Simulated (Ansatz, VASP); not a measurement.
**Cu: VASP beside Ansatz**

```xyz
9
Lattice="2.5102 0.0000 0.0000 0.0000 2.5102 0.0000 0.0000 0.0000 29.2000" Properties=species:S:1:pos:R:3 pbc="T T T"
Cu    0.0000    0.0000    7.1629
Cu    1.2551    1.2551    8.9823
Cu    0.0000    0.0000   10.8561
Cu    1.2551    1.2551   12.7288
Cu    0.0000    0.0000   14.6000
Cu    1.2551    1.2551   16.4712
Cu    0.0000    0.0000   18.3439
Cu    1.2551    1.2551   20.2177
Cu    0.0000    0.0000   22.0371
```

Alike in both runs: functional PBE; k mesh 16 × 16 × 1; occupations gaussian, width 0.1 eV; no spin polarisation.

Ansatz relaxed the structure, and its values are those at the end. VASP's run is a single point on that final structure, the one shown.

```csv
,VASP,Ansatz
version,VASP 6.6.1,Ansatz 0.2.0
potentials or method,"VASP PAW PBE potentials, release 64 (Cu)","scalar-relativistic, plane waves, PAW"
plane-wave cutoff (eV),520,420
valence electrons in the cell,99,171
```

|  | VASP | Ansatz | Ansatz less VASP |
| --- | --- | --- | --- |
| gap on the k mesh at the Fermi level (eV) | none | none | - |
| rms of the force components (eV/Å) | 0.007 | 0.000 | -0.0069 |

A gap of «none» marks a metal or a gap that the smearing closes. VASP's potentials hold 99 valence electrons a cell and Ansatz's 171, so a difference there can come from the potentials and not from the codes. Ansatz's warnings: xc potential rough in thin density.
